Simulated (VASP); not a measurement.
# KBr (P6_3/mmc) in VASP: notebook

The runs below take KBr through single point, with PBE, LDA, PBEsol.

Program: VASP 6.6.1. These are calculated values, not measurements. Logs are shortened: lines on timing, memory, paths and dates and some standing lists are left out, and cuts for length are marked.

## Step 1: The cell of the first run

It takes space group P6_3/mmc (No. 194, hexagonal). The conventional cell has a = 5.619 Å, b = 5.619 Å, c = 6.554 Å, α = 90.00°, β = 90.00°, γ = 120.00°. Within 4.3 Å of K (site symmetry -6m2) lie 5 Br at 3.24 to 3.28 Å. Within 4.3 Å of Br (site symmetry -6m2) lie 5 K at 3.24 to 3.28 Å.

## Step 2: Single point, PBE

INCAR reads:

```
PREC = Accurate
ENCUT = 520
EDIFF = 1E-6
ISMEAR = 0
SIGMA = 0.01
LREAL = False
LASPH = True
NELM = 80
ALGO = Normal
ISIF = 2
LWAVE = False
LCHARG = False
GGA = PE
NBANDS = 24
```

KPOINTS reads:

```
regular mesh
0
Gamma
  6 6 2
```

POSCAR reads:

```
KBr
1.0
    5.6185806599      0.0000000000      0.0000000000
   -2.8092903300      4.8658335847      0.0000000000
    0.0000000000      0.0000000000      6.5538331369
K Br
2 2
Direct
    0.3333333333      0.6666666667     -0.0625000000
    0.6666666667      0.3333333333      0.4375000000
    0.3333333333      0.6666666667      0.4375000000
    0.6666666667      0.3333333333      0.9375000000
```

Potentials or basis: VASP PAW PBE potentials, release 64 (K_sv, Br).

Command:

```sh
$ cat potpaw_PBE.64/K_sv/POTCAR potpaw_PBE.64/Br/POTCAR > POTCAR
$ mpirun -np 1 vasp_std > vasp.out
```

OUTCAR:

```text
PREC = Accurate
   ENCUT = 520
   EDIFF = 1E-6
   ISMEAR = 0
   LREAL = False
   LASPH = True
   NELM = 80
   ISIF = 2
   GGA = PE

 ion  position               nearest neighbor table
   1  0.333  0.667  0.938-   4 3.24   4 3.24   4 3.24   3 3.28   3 3.28
   2  0.667  0.333  0.438-   3 3.24   3 3.24   3 3.24   4 3.28   4 3.28
   3  0.333  0.667  0.438-   2 3.24   2 3.24   2 3.24   1 3.28   1 3.28
   4  0.667  0.333  0.938-   1 3.24   1 3.24   1 3.24   2 3.28   2 3.28

  LATTYP: Found a hexagonal cell.
 ALAT       =     5.6185806599
 C/A-ratio  =     1.1664570705

  Lattice vectors:

 A1 = (   5.6185806599,   0.0000000000,   0.0000000000)
 A2 = (  -2.8092903300,   4.8658335847,   0.0000000000)
 A3 = (   0.0000000000,   0.0000000000,   6.5538331369)

Analysis of symmetry for initial positions (statically):
=====================================================================
 Subroutine PRICEL returns:
 Original cell was already a primitive cell.

 Routine SETGRP: Setting up the symmetry group for a
 hexagonal supercell.

 Subroutine GETGRP returns: Found 24 space group operations
 (whereof  6 operations were pure point group operations)
 out of a pool of 24 trial point group operations.

The static configuration has the point symmetry C_3v.
 The point group associated with its full space group is D_6h.

Analysis of symmetry for dynamics (positions and initial velocities):
=====================================================================
 Subroutine PRICEL returns:
 Original cell was already a primitive cell.

 Routine SETGRP: Setting up the symmetry group for a
 hexagonal supercell.

 Subroutine GETGRP returns: Found 24 space group operations
 (whereof  6 operations were pure point group operations)
 out of a pool of 24 trial point group operations.

The dynamic configuration has the point symmetry C_3v.
 The point group associated with its full space group is D_6h.

 Subroutine INISYM returns: Found 24 space group operations
 (whereof  6 operations are pure point group operations),
 and found     1 'primitive' translations

----------------------------------------------------------------------------------------

                                     Primitive cell

  volume of cell :     179.1758

  direct lattice vectors                    reciprocal lattice vectors
     5.618580660  0.000000000  0.000000000     0.177980892  0.102757316  0.000000000
    -2.809290330  4.865833585  0.000000000     0.000000000  0.205514632  0.000000000
     0.000000000  0.000000000  6.553833137     0.000000000  0.000000000  0.152582463

  length of vectors
     5.618580660  5.618580660  6.553833137     0.205514632  0.205514632  0.152582463

  position of ions in fractional coordinates (direct lattice)
     0.333333333  0.666666667  0.937500000
     0.666666667  0.333333333  0.437500000
     0.333333333  0.666666667  0.437500000
     0.666666667  0.333333333  0.937500000

  ion indices of the primitive-cell ions
   primitive index   ion index
                 1           1
                 2           2
                 3           3
                 4           4

----------------------------------------------------------------------------------------

 KPOINTS: regular mesh

Automatic generation of k-mesh.
 Grid dimensions read from file:
 generate k-points for:    6    6    2

 Generating k-lattice:

  Cartesian coordinates                     Fractional coordinates (reciprocal lattice)
     0.029663482  0.017126219  0.000000000     0.166666667  0.000000000  0.000000000
     0.000000000  0.034252439  0.000000000     0.000000000  0.166666667  0.000000000
     0.000000000  0.000000000  0.076291231     0.000000000  0.000000000  0.500000000

  Length of vectors
     0.034252439  0.034252439  0.076291231

  Shift w.r.t. Gamma in fractional coordinates (k-lattice)
     0.000000000  0.000000000  0.000000000

 Subroutine IBZKPT returns following result:
 ===========================================

 Found     14 irreducible k-points:

 Following reciprocal coordinates:
            Coordinates               Weight
  0.000000  0.000000  0.000000      1.000000
  0.166667  0.000000  0.000000      6.000000
  0.333333 -0.000000  0.000000      6.000000
  0.500000 -0.000000  0.000000      3.000000
  0.166667  0.166667  0.000000      6.000000
  0.333333  0.166667  0.000000     12.000000
  0.333333  0.333333  0.000000      2.000000
  0.000000  0.000000  0.500000      1.000000
  0.166667  0.000000  0.500000      6.000000
  0.333333 -0.000000  0.500000      6.000000
  0.500000 -0.000000  0.500000      3.000000
  0.166667  0.166667  0.500000      6.000000
  0.333333  0.166667  0.500000     12.000000
  0.333333  0.333333  0.500000      2.000000
   k-points           NKPTS =     14   k-points in BZ     NKDIM =     14   number of bands    NBANDS=     24
   number of dos      NEDOS =    301   number of ions     NIONS =      4
   total plane-waves  NPLWV =  88200
   dimension x,y,z NGX =    42 NGY =   42 NGZ =   50
   dimension x,y,z NGXF=    84 NGYF=   84 NGZF=  100
   ions per type =               2   2
   NGX,Y,Z   is equivalent  to a cutoff of  12.43, 12.43, 12.68 a.u.
   NGXF,Y,Z  is equivalent  to a cutoff of  24.85, 24.85, 25.37 a.u.
 SYSTEM =  unknown system
   PREC   = accura    normal or accurate (medium, high low for compatibility)
   ISTART =      0    job   : 0-new  1-cont  2-samecut
   ICHARG =      2    charge: 1-file 2-atom 10-const
   ISPIN  =      1    spin polarized calculation?
   LNONCOLLINEAR =      F non collinear calculations
   LSORBIT =      F    spin-orbit coupling
   LASPH  =      T    aspherical Exc in radial PAW
   ENCUT  =  520.0 eV  38.22 Ry    6.18 a.u.  10.45 10.45 12.19*2*pi/ulx,y,z
   NELM   =     80;   NELMIN=  2; NELMDL= -5     # of ELM steps
   EDIFF  = 0.1E-05   stopping-criterion for ELM
   LREAL  =      F    real-space projection
[... 7 lines left out ...]
   TEBEG  =    0.0;   TEEND  =   0.0 temperature during run
   PSTRESS=    0.0 pullay stress
   NELECT =      32.0000    total number of electrons
   NUPDOWN=      -1.0000    fix difference up-down
   EMIN   =  10.00;   EMAX   =-10.00  energy-range for DOS
   EFERMI =   0.00;   METHOD = LEGACY
   ISMEAR =     0;   SIGMA  =   0.01  broadening in eV -4-tet -1-fermi 0-gaus
   EFERMI_NEDOS =   21; number of points for ismear=-14 and -15
   IALGO  =     38    algorithm
   IMIX   =      4    mixing-type and parameters
     AMIX     =   0.40;   BMIX     =  1.00
     AMIX_MAG =   1.60;   BMIX_MAG =  1.00
  volume/ion in A,a.u.               =      44.79       302.28
  Fermi-wavevector in a.u.,A,eV,Ry     =   0.921931  1.742197 11.564363  0.849957
  Thomas-Fermi vector in A             =   2.047402
   LORBIT       =      0    0 simple, 1 ext, 2 COOP (PROOUT), +10 PAW based schemes
   GGA     = PE    functional components
   LHFCALC =     F    Hartree Fock is set to
   AEXX    =    0.0000 exact exchange contribution
   IVDW    =     0    specifies the selected vdW correction
   LEPSILON=     F    determine dielectric tensor
   LRPA    =     F    only Hartree local field effects (RPA)
 non-spin polarized calculation
 Gauss-broadening in eV      SIGMA  =   0.01
  energy-cutoff  :      520.00
  volume of cell :      179.18
 maximum number of plane-waves:      4860
 NGX is ok and might be reduce to    42
   NGX = 21   NGY = 21   NGZ = 25

 number of electron      32.0000003 magnetization

 Free energy of the ion-electron system (eV)
  ---------------------------------------------------
  ext. energy  EPLUGINS =         0.00000000
  ---------------------------------------------------
  free energy    TOTEN  =       -12.26812391 eV

  energy without entropy =      -12.26812391  energy(sigma->0) =      -12.26812391

 E-fermi :  -2.4532     XC(G=0):  -6.3504

 val. band max:       -2.5338142601   @ k =   0.0000   0.0000   0.0000
 cond. band min:       1.6515178340   @ k =   0.0000   0.0000   0.0000
 fundamental gap:      4.1853320941
 Fermi energy:        -2.4531670466

 k-point     1 :       0.0000    0.0000    0.0000
  band No.  band energies     occupation
      1     -30.4538      2.00000
      2     -30.4474      2.00000
      3     -14.7592      2.00000
      4     -14.6761      2.00000
      5     -14.0002      2.00000
      6     -13.9810      2.00000
[... 16 lines left out ...]
     23       5.7124      0.00000
     24       6.3504      0.00000

 k-point     2 :       0.1667    0.0000    0.0000
  band No.  band energies     occupation
      1     -30.4533      2.00000
      2     -30.4477      2.00000
      3     -14.7925      2.00000
      4     -14.7250      2.00000
      5     -13.9953      2.00000
      6     -13.9835      2.00000
[... 16 lines left out ...]
     23       5.8948      0.00000
     24       5.9531      0.00000

 k-point     3 :       0.3333   -0.0000    0.0000
  band No.  band energies     occupation
      1     -30.4522      2.00000
      2     -30.4484      2.00000
      3     -14.8484      2.00000
      4     -14.8099      2.00000
      5     -13.9883      2.00000
      6     -13.9829      2.00000
[... 16 lines left out ...]
     23       5.8382      0.00000
     24       6.1186      0.00000

 k-point     4 :       0.5000   -0.0000    0.0000
  band No.  band energies     occupation
      1     -30.4513      2.00000
      2     -30.4491      2.00000
      3     -14.8699      2.00000
      4     -14.8504      2.00000
      5     -13.9906      2.00000
      6     -13.9731      2.00000
[... 16 lines left out ...]
     23       5.8988      0.00000
     24       6.3879      0.00000

 k-point     5 :       0.1667    0.1667    0.0000
  band No.  band energies     occupation
      1     -30.4525      2.00000
      2     -30.4482      2.00000
      3     -14.8358      2.00000
      4     -14.7895      2.00000
      5     -13.9884      2.00000
      6     -13.9865      2.00000
[... 181 lines left out ...]
 k-point    12 :       0.1667    0.1667    0.5000
  band No.  band energies     occupation
      1     -30.4503      2.00000
      2     -30.4503      2.00000
      3     -14.9165      2.00000
      4     -14.9165      2.00000
      5     -13.9696      2.00000
      6     -13.9696      2.00000
[... 16 lines left out ...]
     23       6.1973      0.00000
     24       6.1973      0.00000

 k-point    13 :       0.3333    0.1667    0.5000
  band No.  band energies     occupation
      1     -30.4501      2.00000
      2     -30.4501      2.00000
      3     -14.9556      2.00000
      4     -14.9556      2.00000
      5     -13.9727      2.00000
      6     -13.9727      2.00000
[... 16 lines left out ...]
     23       5.9890      0.00000
     24       5.9890      0.00000

 k-point    14 :       0.3333    0.3333    0.5000
  band No.  band energies     occupation
      1     -30.4501      2.00000
      2     -30.4501      2.00000
      3     -14.9677      2.00000
      4     -14.9677      2.00000
      5     -13.9755      2.00000
      6     -13.9755      2.00000
[... 16 lines left out ...]
     23       6.0207      0.00000
     24       6.0207      0.00000

------------------------ aborting loop because EDIFF is reached ----------------------------------------

  FORCE on cell =-STRESS in cart. coord.  units (eV):
  Direction    XX          YY          ZZ          XY          YZ          ZX
  --------------------------------------------------------------------------------------
  -------------------------------------------------------------------------------------
  Total        0.4068842      0.4068842      0.6708882     -0.0000000      0.0000000     -0.0000000
  in kB        3.6383304      3.6383304      5.9990362     -0.0000000      0.0000000     -0.0000000
  external PRESSURE =       4.4252323 kB  Pullay stress =       0.0000000 kB

 VOLUME and BASIS-vectors are now :
 -----------------------------------------------------------------------------
  energy-cutoff  :      520.00
  volume of cell :      179.18
      direct lattice vectors                 reciprocal lattice vectors
     5.618580660  0.000000000  0.000000000     0.177980892  0.102757316  0.000000000
    -2.809290330  4.865833585  0.000000000     0.000000000  0.205514632  0.000000000
     0.000000000  0.000000000  6.553833137     0.000000000  0.000000000  0.152582463

 POSITION                                       TOTAL-FORCE (eV/Angst)
 -----------------------------------------------------------------------------------
     -0.00000      3.24389      6.14422        -0.000000      0.000000     -0.000000
      2.80929      1.62194      2.86730         0.000000     -0.000000     -0.000000
     -0.00000      3.24389      2.86730        -0.000000     -0.000000     -0.000000
      2.80929      1.62194      6.14422         0.000000     -0.000000      0.000000
 -----------------------------------------------------------------------------------
    total drift:                               -0.000000      0.000000     -0.000049

  FREE ENERGIE OF THE ION-ELECTRON SYSTEM (eV)
  ---------------------------------------------------
  free  energy   TOTEN  =       -12.2681239087 eV

  energy  without entropy=      -12.2681239087  energy(sigma->0) =      -12.26812391
```

Wall time 49 s (1 thread of Intel Xeon 6975P-C (Granite Rapids), shared host); peak memory 0.3 GiB.

What came out:

- Free energy: -12.2681 eV
- Pressure: 0.4 GPa
- Band gap on the k mesh: 4.19 eV

Stress tensor (GPa, compression positive):
```
0.36 0.00 0.00
0.00 0.36 0.00
0.00 0.00 0.60
```

Caveat: the k points lie up to 0.48 Å⁻¹ apart. A k mesh can miss the band edges.

## Step 3: Single point, LDA

This run uses another cell than the first one, of 40.28 Å³/atom.

INCAR reads:

```
SYSTEM = KBr
PREC = Accurate
ENCUT = 520
EDIFF = 1E-6
ISMEAR = -1
SIGMA = 0.02
LREAL = .False.
LASPH = .True.
NELM = 100
ALGO = Normal
ISIF = 2
LWAVE = .False.
LCHARG = .False.
NBANDS = 24
```

KPOINTS reads:

```
regular mesh
0
Gamma
  6 6 4
  0 0 0
```

POSCAR reads:

```
KBr
1.0
    5.4241805982      0.0000000000      0.0000000000
   -2.7120902991      4.6974781928      0.0000000000
    0.0000000000      0.0000000000      6.3230649378
K Br
2 2
Direct
    0.3333333333      0.6666666667     -0.0625000000
    0.6666666667      0.3333333333      0.4375000000
    0.3333333333      0.6666666667      0.4375000000
    0.6666666667      0.3333333333      0.9375000000
```

Potentials or basis: VASP PAW LDA potentials, release 64 (K_sv, Br).

Command:

```sh
$ cat potpaw_LDA.64/K_sv/POTCAR potpaw_LDA.64/Br/POTCAR > POTCAR
$ mpirun -np 1 vasp_std > vasp.out
```

It took 41 s on 1 thread of Intel Xeon 6975P-C (Granite Rapids), shared host; peak memory 0.24 GiB.

The run converged. Its results:

| Quantity | Value |
| --- | --- |
| Free energy | -13.3508 eV |
| Pressure | 0.1 GPa |
| Band gap on the k mesh | 4.00 eV |

Levels at points of the mesh, in eV from the valence-band top:
```
           k point  band 14  band 15  band 16  band 17  band 18  band 19
(0.00, 0.00, 0.00)    -0.39    -0.39     0.00     4.00     7.09     7.15
(0.50, 0.00, 0.00)    -0.56    -0.31    -0.19     5.78     6.41     6.51
(0.00, 0.00, 0.50)    -0.53    -0.53    -0.53     5.36     5.36     8.34
(0.50, 0.00, 0.50)    -0.44    -0.38    -0.38     6.07     6.07     8.02
```

A k mesh can miss the band edges.

(Continued in part 2 of 2.)
